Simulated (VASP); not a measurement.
A run of VASP 6.6.1:

Contents of INCAR:

```
SYSTEM = CO2
ALGO = Normal ; EDIFF = 1E-6
ENCUT = 520 ; GGA = PS
ISIF = 2 ; ISMEAR = 0
LASPH = .True. ; LCHARG = .False.
LREAL = .False. ; LWAVE = .False.
NBANDS = 44 ; NELM = 80
PREC = Accurate ; SIGMA = 0.05
```

Contents of KPOINTS:

```
k-points
0
Gamma
  4 4 4
  0 0 0
```

POSCAR

```
CO2
1.0
    5.1619422692      0.0000000000      0.0000000000
    0.0000000000      5.7999351339      0.0000000000
    0.0000000000      0.0000000000      6.2349302689
C O
4 8
Direct
    0.0000000000      0.0000000000      0.0000000000
    0.5000000000      0.0000000000      0.5000000000
    0.5000000000      0.5000000000      0.0000000000
    0.0000000000      0.5000000000      0.5000000000
    0.1161576883      0.1161576883      0.1161576883
    0.3838423117      0.8838423117      0.6161576883
    0.6161576883      0.3838423117      0.8838423117
    0.8838423117      0.6161576883      0.3838423117
    0.8838423117      0.8838423117      0.8838423117
    0.6161576883      0.1161576883      0.3838423117
    0.3838423117      0.6161576883      0.1161576883
    0.1161576883      0.3838423117      0.6161576883
```

Potentials or basis: VASP PAW PBE potentials, release 64 (C, O).

Run with:

```console
$ cat potpaw_PBE.64/C/POTCAR potpaw_PBE.64/O/POTCAR > POTCAR
$ mpirun -np 1 vasp_std > vasp.out
```

Hardware: 1 thread of Intel(R) Xeon(R) 6975P-C (Granite Rapids), on a shared host.

Question: How long does it take, and how much memory?

Answer: Run time: 110 s on 1 thread of Intel(R) Xeon(R) 6975P-C (Granite Rapids), with other jobs on the host, peak memory 0.37 GiB. Counts: scf iterations 14, k points 27.
